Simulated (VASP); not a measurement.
# CaF2 (Fluorite) (Fm-3m) in VASP: notebook

CaF2 (Fluorite) is run at these levels: PBE; tasks: single point.

Everything below comes from runs of VASP 6.6.1. Logs are shortened: lines on timing, memory, paths and dates and some standing lists are left out, and cuts for length are marked.

## (1) The cell of the first run

Symmetry: Fm-3m, No. 225, cubic system. Conventional cell: a = 5.274 Å, b = 5.274 Å, c = 5.274 Å, α = 90.00°, β = 90.00°, γ = 90.00°. Within 3.0 Å of Ca (site symmetry m-3m) lie 8 F at 2.28 Å. F (site symmetry -43m) has 4 Ca at 2.28 Å and 6 F at 2.64 Å within 3.0 Å.

## (2) Single point, PBE

Input file INCAR:

```
  ALGO = Normal
  EDIFF = 1E-6
  ENCUT = 600
  GGA = PE
  GGA_COMPAT = F
  ISIF = 2
  ISMEAR = 0
  LASPH = T
  LCHARG = F
  LREAL = F
  LWAVE = F
  NBANDS = 19
  NELM = 120
  PREC = Accurate
  SIGMA = 0.01
```

Input file KPOINTS:

```
k-points
0
Gamma
  5 5 5
```

Input file POSCAR:

```
CaF2
1.0
    0.0000000000      2.6367515094      2.6367515094
    2.6367515094      0.0000000000      2.6367515094
    2.6367515094      2.6367515094      0.0000000000
Ca F
1 2
Direct
    0.0000000000      0.0000000000      0.0000000000
    0.2500000000      0.2500000000      0.2500000000
    0.7500000000      0.7500000000      0.7500000000
```

Potentials or basis: VASP PAW PBE potentials, release 64 (Ca_sv, F).

On the command line:

```bash
$ cat potpaw_PBE.64/Ca_sv/POTCAR potpaw_PBE.64/F/POTCAR > POTCAR
$ mpirun -np 1 vasp_std > vasp.out
```

OUTCAR:

```text
EDIFF = 1E-6
   ENCUT = 600
   GGA = PE
   ISIF = 2
   ISMEAR = 0
   LASPH = T
   LREAL = F
   NELM = 120
   PREC = Accurate

 ion  position               nearest neighbor table
   1  0.000  0.000  0.000-   3 2.28   3 2.28   3 2.28   2 2.28   3 2.28   2 2.28   2 2.28   2 2.28

   2  0.250  0.250  0.250-   1 2.28   1 2.28   1 2.28   1 2.28
   3  0.750  0.750  0.750-   1 2.28   1 2.28   1 2.28   1 2.28

  LATTYP: Found a face centered cubic cell.
 ALAT       =     5.2735030188

  Lattice vectors:

 A1 = (   0.0000000000,   2.6367515094,   2.6367515094)
 A2 = (   2.6367515094,   0.0000000000,   2.6367515094)
 A3 = (   2.6367515094,   2.6367515094,   0.0000000000)

Analysis of symmetry for initial positions (statically):
=====================================================================
 Subroutine PRICEL returns:
 Original cell was already a primitive cell.

 Routine SETGRP: Setting up the symmetry group for a
 face centered cubic supercell.

 Subroutine GETGRP returns: Found 48 space group operations
 (whereof 48 operations were pure point group operations)
 out of a pool of 48 trial point group operations.

The static configuration has the point symmetry O_h .

Analysis of symmetry for dynamics (positions and initial velocities):
=====================================================================
 Subroutine PRICEL returns:
 Original cell was already a primitive cell.

 Routine SETGRP: Setting up the symmetry group for a
 face centered cubic supercell.

 Subroutine GETGRP returns: Found 48 space group operations
 (whereof 48 operations were pure point group operations)
 out of a pool of 48 trial point group operations.

The dynamic configuration has the point symmetry O_h .

 Subroutine INISYM returns: Found 48 space group operations
 (whereof 48 operations are pure point group operations),
 and found     1 'primitive' translations

----------------------------------------------------------------------------------------

                                     Primitive cell

  volume of cell :      36.6638

  direct lattice vectors                    reciprocal lattice vectors
     0.000000000  2.636751509  2.636751509    -0.189627274  0.189627274  0.189627274
     2.636751509  0.000000000  2.636751509     0.189627274 -0.189627274  0.189627274
     2.636751509  2.636751509  0.000000000     0.189627274  0.189627274 -0.189627274

  length of vectors
     3.728929745  3.728929745  3.728929745     0.328444072  0.328444072  0.328444072

  position of ions in fractional coordinates (direct lattice)
     0.000000000  0.000000000  0.000000000
     0.250000000  0.250000000  0.250000000
     0.750000000  0.750000000  0.750000000

  ion indices of the primitive-cell ions
   primitive index   ion index
                 1           1
                 2           2
                 3           3

----------------------------------------------------------------------------------------

 KPOINTS: k-points

Automatic generation of k-mesh.
 Grid dimensions read from file:
 generate k-points for:    5    5    5

 Generating k-lattice:

  Cartesian coordinates                     Fractional coordinates (reciprocal lattice)
    -0.037925455  0.037925455  0.037925455     0.200000000  0.000000000  0.000000000
     0.037925455 -0.037925455  0.037925455     0.000000000  0.200000000  0.000000000
     0.037925455  0.037925455 -0.037925455     0.000000000  0.000000000  0.200000000

  Length of vectors
     0.065688814  0.065688814  0.065688814

  Shift w.r.t. Gamma in fractional coordinates (k-lattice)
     0.000000000  0.000000000  0.000000000

 Subroutine IBZKPT returns following result:
 ===========================================

 Found     10 irreducible k-points:

 Following reciprocal coordinates:
            Coordinates               Weight
  0.000000  0.000000  0.000000      1.000000
  0.200000  0.000000  0.000000      8.000000
  0.400000  0.000000  0.000000      8.000000
  0.200000  0.200000  0.000000      6.000000
  0.400000  0.200000  0.000000     24.000000
 -0.400000  0.200000  0.000000     24.000000
 -0.200000  0.200000  0.000000     12.000000
  0.400000  0.400000  0.000000      6.000000
 -0.400000  0.400000  0.000000     12.000000
 -0.400000  0.400000  0.200000     24.000000
   k-points           NKPTS =     10   k-points in BZ     NKDIM =     10   number of bands    NBANDS=     19
   number of dos      NEDOS =    301   number of ions     NIONS =      3
   total plane-waves  NPLWV =  27000
   dimension x,y,z NGX =    30 NGY =   30 NGZ =   30
   dimension x,y,z NGXF=    60 NGYF=   60 NGZF=   60
   ions per type =               1   2
   NGX,Y,Z   is equivalent  to a cutoff of  13.37, 13.37, 13.37 a.u.
   NGXF,Y,Z  is equivalent  to a cutoff of  26.75, 26.75, 26.75 a.u.
 SYSTEM =  unknown system
   PREC   = accura    normal or accurate (medium, high low for compatibility)
   ISTART =      0    job   : 0-new  1-cont  2-samecut
   ICHARG =      2    charge: 1-file 2-atom 10-const
   ISPIN  =      1    spin polarized calculation?
   LNONCOLLINEAR =      F non collinear calculations
   LSORBIT =      F    spin-orbit coupling
   LASPH  =      T    aspherical Exc in radial PAW
   ENCUT  =  600.0 eV  44.10 Ry    6.64 a.u.   7.45  7.45  7.45*2*pi/ulx,y,z
   NELM   =    120;   NELMIN=  2; NELMDL= -5     # of ELM steps
   EDIFF  = 0.1E-05   stopping-criterion for ELM
   LREAL  =      F    real-space projection
   EDIFFG = 0.1E-04   stopping-criterion for IOM
   NSW    =      0    number of steps for IOM
   IBRION =     -1    ionic relax: 0-MD 1-quasi-New 2-CG
   NFREE  =      0    steps in history (QN), initial steepest desc. (CG)
   ISIF   =      2    stress and relaxation
   ISYM   =      2    0-nonsym 1-usesym 2-fastsym
   POTIM  = 0.5000    time-step for ionic-motion
   TEBEG  =    0.0;   TEEND  =   0.0 temperature during run
   PSTRESS=    0.0 pullay stress
   NELECT =      24.0000    total number of electrons
   NUPDOWN=      -1.0000    fix difference up-down
   EMIN   =  10.00;   EMAX   =-10.00  energy-range for DOS
   EFERMI =   0.00;   METHOD = LEGACY
   ISMEAR =     0;   SIGMA  =   0.01  broadening in eV -4-tet -1-fermi 0-gaus
   EFERMI_NEDOS =   21; number of points for ismear=-14 and -15
   IALGO  =     38    algorithm
   IMIX   =      4    mixing-type and parameters
     AMIX     =   0.40;   BMIX     =  1.00
     AMIX_MAG =   1.60;   BMIX_MAG =  1.00
  volume/ion in A,a.u.               =      12.22        82.47
  Fermi-wavevector in a.u.,A,eV,Ry     =   1.421454  2.686158 27.490987  2.020531
  Thomas-Fermi vector in A             =   2.542262
   LORBIT       =      0    0 simple, 1 ext, 2 COOP (PROOUT), +10 PAW based schemes
   GGA     = PE    functional components
   LHFCALC =     F    Hartree Fock is set to
   AEXX    =    0.0000 exact exchange contribution
   IVDW    =     0    specifies the selected vdW correction
   LEPSILON=     F    determine dielectric tensor
   LRPA    =     F    only Hartree local field effects (RPA)
 non-spin polarized calculation
 Gauss-broadening in eV      SIGMA  =   0.01
  energy-cutoff  :      600.00
  volume of cell :       36.66
 maximum number of plane-waves:      1243
 NGX is ok and might be reduce to    30
   NGX = 15   NGY = 15   NGZ = 15

 number of electron      24.0000017 magnetization

 Free energy of the ion-electron system (eV)
  ---------------------------------------------------
  ext. energy  EPLUGINS =         0.00000000
  ---------------------------------------------------
  free energy    TOTEN  =       -17.12486580 eV

  energy without entropy =      -17.12486580  energy(sigma->0) =      -17.12486580

 E-fermi :  -0.3560     XC(G=0): -10.1668

 val. band max:       -0.4420182068   @ k =  -0.4000   0.4000   0.0000
 cond. band min:       7.5604844126   @ k =   0.0000   0.0000   0.0000
 fundamental gap:      8.0025026194
 Fermi energy:        -0.3559784520

 k-point     1 :       0.0000    0.0000    0.0000
  band No.  band energies     occupation
      1     -35.9059      2.00000
      2     -20.5734      2.00000
      3     -19.6334      2.00000
      4     -16.8383      2.00000
      5     -16.8383      2.00000
      6     -16.8383      2.00000
[... 11 lines left out ...]
     18      11.7144      0.00000
     19      17.4790      0.00000

 k-point     2 :       0.2000    0.0000    0.0000
  band No.  band energies     occupation
      1     -35.8852      2.00000
      2     -20.6806      2.00000
      3     -19.7707      2.00000
      4     -16.8612      2.00000
      5     -16.8612      2.00000
      6     -16.6391      2.00000
[... 11 lines left out ...]
     18      11.5891      0.00000
     19      16.0350      0.00000

 k-point     3 :       0.4000    0.0000    0.0000
  band No.  band energies     occupation
      1     -35.8514      2.00000
      2     -20.7545      2.00000
      3     -20.0989      2.00000
      4     -16.8977      2.00000
      5     -16.8977      2.00000
      6     -16.2912      2.00000
[... 11 lines left out ...]
     18      11.3924      0.00000
     19      14.6787      0.00000

 k-point     4 :       0.2000    0.2000    0.0000
  band No.  band energies     occupation
      1     -35.8783      2.00000
      2     -20.7377      2.00000
      3     -19.7744      2.00000
      4     -16.8957      2.00000
      5     -16.8957      2.00000
      6     -16.5386      2.00000
[... 99 lines left out ...]
     18      12.4489      0.00000
     19      17.1808      0.00000

 k-point     9 :      -0.4000    0.4000    0.0000
  band No.  band energies     occupation
      1     -35.8265      2.00000
      2     -20.8552      2.00000
      3     -20.2463      2.00000
      4     -16.9818      2.00000
      5     -16.8024      2.00000
      6     -16.1384      2.00000
[... 11 lines left out ...]
     18      14.9032      0.00000
     19      15.0541      0.00000

 k-point    10 :      -0.4000    0.4000    0.2000
  band No.  band energies     occupation
      1     -35.8307      2.00000
      2     -20.7233      2.00000
      3     -20.3730      2.00000
      4     -16.9827      2.00000
      5     -16.6087      2.00000
      6     -16.3227      2.00000
[... 11 lines left out ...]
     18      13.6471      0.00000
     19      16.1389      0.00000

------------------------ aborting loop because EDIFF is reached ----------------------------------------

  FORCE on cell =-STRESS in cart. coord.  units (eV):
  Direction    XX          YY          ZZ          XY          YZ          ZX
  --------------------------------------------------------------------------------------
  -------------------------------------------------------------------------------------
  Total        3.2601141      3.2601141      3.2601141      0.0000000      0.0000000      0.0000000
  in kB      142.4642110    142.4642110    142.4642110      0.0000000      0.0000000      0.0000000
  external PRESSURE =     142.4642110 kB  Pullay stress =       0.0000000 kB

 VOLUME and BASIS-vectors are now :
 -----------------------------------------------------------------------------
  energy-cutoff  :      600.00
  volume of cell :       36.66
      direct lattice vectors                 reciprocal lattice vectors
     0.000000000  2.636751509  2.636751509    -0.189627274  0.189627274  0.189627274
     2.636751509  0.000000000  2.636751509     0.189627274 -0.189627274  0.189627274
     2.636751509  2.636751509  0.000000000     0.189627274  0.189627274 -0.189627274

 POSITION                                       TOTAL-FORCE (eV/Angst)
 -----------------------------------------------------------------------------------
      0.00000      0.00000      0.00000         0.000000     -0.000000     -0.000000
      1.31838      1.31838      1.31838         0.000000      0.000000      0.000000
      3.95513      3.95513      3.95513        -0.000000     -0.000000     -0.000000
 -----------------------------------------------------------------------------------
    total drift:                                0.000000     -0.000000      0.000000

  FREE ENERGIE OF THE ION-ELECTRON SYSTEM (eV)
  ---------------------------------------------------
  free  energy   TOTEN  =       -17.1248658028 eV

  energy  without entropy=      -17.1248658028  energy(sigma->0) =      -17.12486580
```

Run time: 7.1 s. Hardware: 1 thread of Intel Xeon Platinum 8559C (Emerald Rapids), shared host; peak memory 0.16 GiB.

What came out:

```yaml
Free_energy: -17.1249 eV
Pressure: 14.2 GPa
Band_gap_on_the_k_mesh: 8.00 eV, indirect (least direct gap 8.20 eV)
```

Levels at points of the mesh, in eV from the valence-band top:
| k point | band 9 | band 10 | band 11 | band 12 | band 13 | band 14 | band 15 | band 16 |
| --- | --- | --- | --- | --- | --- | --- | --- | --- |
| (0.00, 0.00, 0.00) | -2.39 | -0.20 | -0.20 | -0.20 | 8.00 | 9.64 | 9.64 | 12.16 |

## (3) Single point, PBE

This run uses another cell than the first one, of 12.56 Å³/atom, 1.028 times its volume.

Input file INCAR:

```
ALGO     = Normal         # electronic algorithm
EDIFF    = 1E-6           # SCF threshold, eV
ENCUT    = 600            # plane-wave cutoff, eV
GGA      = PE             # functional
GGA_COMPAT= F            
ISIF     = 2              # what is computed and relaxed
ISMEAR   = 0              # smearing method
LASPH    = T              # aspherical terms in the spheres
LCHARG   = F              # write CHGCAR
LREAL    = F              # projectors in reciprocal space
LWAVE    = F              # write WAVECAR
NBANDS   = 19             # bands
NELM     = 120            # most SCF steps
PREC     = Accurate       # precision mode
SIGMA    = 0.01           # smearing width, eV
```

KPOINTS is that of step 2.

Input file POSCAR:

```
CaF2
1.0
    0.0000000000      2.6609432415      2.6609432415
    2.6609432415      0.0000000000      2.6609432415
    2.6609432415      2.6609432415      0.0000000000
Ca F
1 2
Direct
    0.0000000000      0.0000000000      0.0000000000
    0.2500000000      0.2500000000      0.2500000000
    0.7500000000      0.7500000000      0.7500000000
```

Potentials or basis: VASP PAW PBE potentials, release 64 (Ca_sv, F).

On the command line:

```bash
$ cat potpaw_PBE.64/Ca_sv/POTCAR potpaw_PBE.64/F/POTCAR > POTCAR
$ mpirun -np 1 vasp_std > vasp.out
```

Wall time 7.1 s (1 thread of Intel Xeon Platinum 8559C (Emerald Rapids), shared host); peak memory 0.16 GiB.

Results (log left out):

```
Free energy            : -17.2064 eV
Pressure               : 10.7 GPa
Band gap on the k mesh : 7.83 eV, indirect (least direct gap 8.02 eV)
```

Levels at points of the mesh, in eV from the valence-band top:
```
           k point  band 10  band 11  band 12  band 13  band 14  band 15
(0.00, 0.00, 0.00)    -0.20    -0.20    -0.20     7.83     9.54     9.54
```

A k mesh can miss the band edges. Expect the measured gap to be larger: semilocal functionals such as PBE lack the derivative discontinuity.
